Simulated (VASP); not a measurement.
# InSb (F-43m) in VASP: a series of runs, part 2 of 2

VASP 6.6.1. The steps go on from the part before.

## 4. Single point, PBEsol

This run uses another cell than the first one, of 34.32 Å³/atom.

Contents of INCAR:

```
PREC = Accurate
ENCUT = 520
EDIFF = 1E-6
ISMEAR = 0
SIGMA = 0.05
LREAL = False
LASPH = True
NELM = 80
ALGO = Normal
ISIF = 2
LWAVE = False
LCHARG = True
GGA = PS
LELF = True
LVHAR = True
NBANDS = 16
```

Contents of KPOINTS:

```
regular mesh
0
Gamma
  8 8 8
```

Contents of POSCAR:

```
InSb
1.0
    0.0000000000      3.2498612086      3.2498612086
    3.2498612086      0.0000000000      3.2498612086
    3.2498612086      3.2498612086      0.0000000000
In Sb
1 1
Direct
    0.0000000000      0.0000000000      0.0000000000
    0.7500000000      0.7500000000      0.7500000000
```

Potentials or basis: VASP PAW PBE potentials, release 64 (In_d, Sb).

Run with:

```sh
cat potpaw_PBE.64/In_d/POTCAR potpaw_PBE.64/Sb/POTCAR > POTCAR
mpirun -np 1 vasp_std > vasp.out
```

OUTCAR:

```text
PREC = Accurate
   ENCUT = 520
   EDIFF = 1E-6
   ISMEAR = 0
   LREAL = False
   LASPH = True
   NELM = 80
   ISIF = 2
   GGA = PS

 ion  position               nearest neighbor table
   1  0.000  0.000  0.000-   2 2.81   2 2.81   2 2.81   2 2.81
   2  0.750  0.750  0.750-   1 2.81   1 2.81   1 2.81   1 2.81

  LATTYP: Found a face centered cubic cell.
 ALAT       =     6.4997224172

  Lattice vectors:

 A1 = (   0.0000000000,   3.2498612086,   3.2498612086)
 A2 = (   3.2498612086,   0.0000000000,   3.2498612086)
 A3 = (   3.2498612086,   3.2498612086,   0.0000000000)

Analysis of symmetry for initial positions (statically):
=====================================================================
 Subroutine PRICEL returns:
 Original cell was already a primitive cell.

 Routine SETGRP: Setting up the symmetry group for a
 face centered cubic supercell.

 Subroutine GETGRP returns: Found 24 space group operations
 (whereof 24 operations were pure point group operations)
 out of a pool of 48 trial point group operations.

The static configuration has the point symmetry T_d .

Analysis of symmetry for dynamics (positions and initial velocities):
=====================================================================
 Subroutine PRICEL returns:
 Original cell was already a primitive cell.

 Routine SETGRP: Setting up the symmetry group for a
 face centered cubic supercell.

 Subroutine GETGRP returns: Found 24 space group operations
 (whereof 24 operations were pure point group operations)
 out of a pool of 48 trial point group operations.

The dynamic configuration has the point symmetry T_d .

 Subroutine INISYM returns: Found 24 space group operations
 (whereof 24 operations are pure point group operations),
 and found     1 'primitive' translations

----------------------------------------------------------------------------------------

[... 111 lines left out ...]
     AMIX     =   0.40;   BMIX     =  1.00
     AMIX_MAG =   1.60;   BMIX_MAG =  1.00
  volume/ion in A,a.u.               =      34.32       231.63
  Fermi-wavevector in a.u.,A,eV,Ry     =   1.047830  1.980112 14.938487  1.097948
  Thomas-Fermi vector in A             =   2.182727
   LORBIT       =      0    0 simple, 1 ext, 2 COOP (PROOUT), +10 PAW based schemes
   GGA     = PS    functional components
   LHFCALC =     F    Hartree Fock is set to
   AEXX    =    0.0000 exact exchange contribution
   IVDW    =     0    specifies the selected vdW correction
   LEPSILON=     F    determine dielectric tensor
   LRPA    =     F    only Hartree local field effects (RPA)
 non-spin polarized calculation
 Gauss-broadening in eV      SIGMA  =   0.05
  energy-cutoff  :      520.00
  volume of cell :       68.65
 maximum number of plane-waves:      1868
 NGX is ok and might be reduce to    36
   NGX = 17   NGY = 17   NGZ = 17

 number of electron      17.9999993 magnetization

 Free energy of the ion-electron system (eV)
  ---------------------------------------------------
  ext. energy  EPLUGINS =         0.00000000
  ---------------------------------------------------
  free energy    TOTEN  =        -7.69486172 eV

  energy without entropy =       -7.69471107  energy(sigma->0) =       -7.69478640

 E-fermi :   4.8783     XC(G=0):  -8.8275

 val. band max:        4.8630342210   @ k =   0.0000   0.0000   0.0000
 cond. band min:       5.3171843083   @ k =   0.5000   0.0000   0.0000
 fundamental gap:      0.4541500873
 Fermi energy:         4.8782626870

 k-point     1 :       0.0000    0.0000    0.0000
  band No.  band energies     occupation
      1      -9.6590      2.00000
      2      -9.6590      2.00000
      3      -9.6590      2.00000
      4      -9.5751      2.00000
      5      -9.5751      2.00000
      6      -5.8256      2.00000
[... 433 lines left out ...]
      3      -9.6295      2.00000
      4      -9.5792      2.00000
      5      -9.5735      2.00000
      6      -4.1999      2.00000
[... 8 lines left out ...]
     15      13.7541      0.00000
     16      14.2331      0.00000

 [... further k-points ...]

------------------------ aborting loop because EDIFF is reached ----------------------------------------

  FORCE on cell =-STRESS in cart. coord.  units (eV):
  Direction    XX          YY          ZZ          XY          YZ          ZX
  --------------------------------------------------------------------------------------
  -------------------------------------------------------------------------------------
  Total        0.1791272      0.1791272      0.1791272      0.0000000      0.0000000      0.0000000
  in kB        4.1806884      4.1806884      4.1806884      0.0000000      0.0000000      0.0000000
  external PRESSURE =       4.1806884 kB  Pullay stress =       0.0000000 kB

 VOLUME and BASIS-vectors are now :
 -----------------------------------------------------------------------------
  energy-cutoff  :      520.00
  volume of cell :       68.65
      direct lattice vectors                 reciprocal lattice vectors
     0.000000000  3.249861209  3.249861209    -0.153852724  0.153852724  0.153852724
     3.249861209  0.000000000  3.249861209     0.153852724 -0.153852724  0.153852724
     3.249861209  3.249861209  0.000000000     0.153852724  0.153852724 -0.153852724

 POSITION                                       TOTAL-FORCE (eV/Angst)
 -----------------------------------------------------------------------------------
      0.00000      0.00000      0.00000         0.000000      0.000000      0.000000
      4.87479      4.87479      4.87479        -0.000000     -0.000000     -0.000000
 -----------------------------------------------------------------------------------
    total drift:                                0.000000      0.000000      0.000000

  FREE ENERGIE OF THE ION-ELECTRON SYSTEM (eV)
  ---------------------------------------------------
  free  energy   TOTEN  =        -7.6948617206 eV

  energy  without entropy=       -7.6947110738  energy(sigma->0) =       -7.69478640
```

Run time: 38 s. Hardware: 1 thread of Intel Xeon 8259CL, shared host; peak memory 0.22 GiB.

Results:

```
Free energy            : -7.6949 eV
Pressure               : 0.4 GPa
Band gap on the k mesh : zero (filled and empty bands touch)
```

Caveat: semilocal functionals underestimate gaps, so a narrow gap can read as zero; the PAW data sets were made with another functional, which shifts forces and pressure a little; spin-orbit coupling is left out, which moves the levels of the heavy elements.

## 5. Summary

| cell | gap on the mesh (eV) | pressure (GPa) |
| --- | --- | --- |
| a = 4.548 Å, angles 60.0°, 2 atoms | none | 2.0 |
| a = 4.579 Å, angles 60.0°, 2 atoms | none | 0.9 |
| a = 4.596 Å, angles 60.0°, 2 atoms | none | 0.4 |

Alike in all rows: task single point; level PBEsol; potentials or basis VASP PAW PBE potentials, release 64 (In_d, Sb); no spin polarisation; k mesh 8 × 8 × 8; cutoff (eV) 520; smearing gaussian 0.05 eV.

Caveats: semilocal functionals underestimate gaps, so a narrow gap can read as zero; the PAW data sets were made with another functional, which shifts forces and pressure a little; spin-orbit coupling is left out, which moves the levels of the heavy elements.

Absolute energies hang on the potentials; compare differences alone.

## 6. Comparison with measurements

Step 3. Measured gap of InSb: 0.24 eV (quoted in “Electronic Structure and Epitaxy of CdTe Shells on InSb Nanowires”, 2021, arxiv:2111.05126). This calculation gives 0.00 eV (-0.24 eV). Spin-orbit coupling on In, Sb is left out. The value is that of PBEsol on a finite k mesh, which can miss the band edges, without temperature or zero-point motion. Semilocal functionals fall short of measured gaps as a rule.

Step 4. Against the measured gap of InSb, 0.24 eV (quoted in “Electronic Structure and Epitaxy of CdTe Shells on InSb Nanowires”, 2021, arxiv:2111.05126), the calculated 0.00 eV is off by -0.24 eV. Spin-orbit coupling on In, Sb is left out. The value is that of PBEsol on a finite k mesh, which can miss the band edges, without temperature or zero-point motion. Semilocal functionals fall short of measured gaps as a rule.
